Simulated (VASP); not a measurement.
KPrI4, 6 atoms in the cell. The structure is hexagonal, space group P6/mmm (No. 191). The conventional cell has a = 6.064 Å, b = 6.064 Å, c = 9.062 Å, α = 90.00°, β = 90.00°, γ = 120.00°. K (site symmetry 6/mmm) has 6 I at 3.50 Å and 2 Pr at 4.53 Å within 4.6 Å. Within 4.6 Å of Pr (site symmetry 6/mmm) lie 6 I at 3.50 Å and 2 K at 4.53 Å. I (site symmetry -6m2) has 3 K at 3.50 Å and 5 I at 3.50 to 4.53 Å within 4.6 Å. I (site symmetry -6m2) has 3 Pr at 3.50 Å and 5 I at 3.50 to 4.53 Å within 4.6 Å. The cell was built from a structure type or drawn by symmetry, and may not be a known phase.

- Program: VASP 6.6.1
- Task: single point
- Functional: PBE
- Potentials or basis: VASP PAW PBE potentials, release 64 (K_sv, Pr_3, I), 4f in core
- Cutoff: 500 eV
- k mesh: 2 × 2 × 2
- Occupations: gaussian, width 0.15 eV
- Spin: no spin polarisation
- Dipole correction: no
- Mended: yes
- Further INCAR settings: ALGO = Normal; EDIFF = 1e-06; NBANDS = 33

Potentials or basis: VASP PAW PBE potentials, release 64 (K_sv, Pr_3, I), 4f in core.

Launch:

```sh
$ cat potpaw_PBE.64/K_sv/POTCAR potpaw_PBE.64/Pr_3/POTCAR potpaw_PBE.64/I/POTCAR > POTCAR
$ mpirun -np 1 vasp_std > vasp.out
```

Hardware: 1 thread of Intel(R) Xeon(R) Platinum 8488C (Sapphire Rapids), with other jobs on the host.

**Question.** Estimate the wall time of this run.

**Answer.** It took 88 s on 1 thread of Intel(R) Xeon(R) Platinum 8488C (Sapphire Rapids) (shared host), peak memory 0.4 GiB. Counts: scf iterations 18, k points 4.
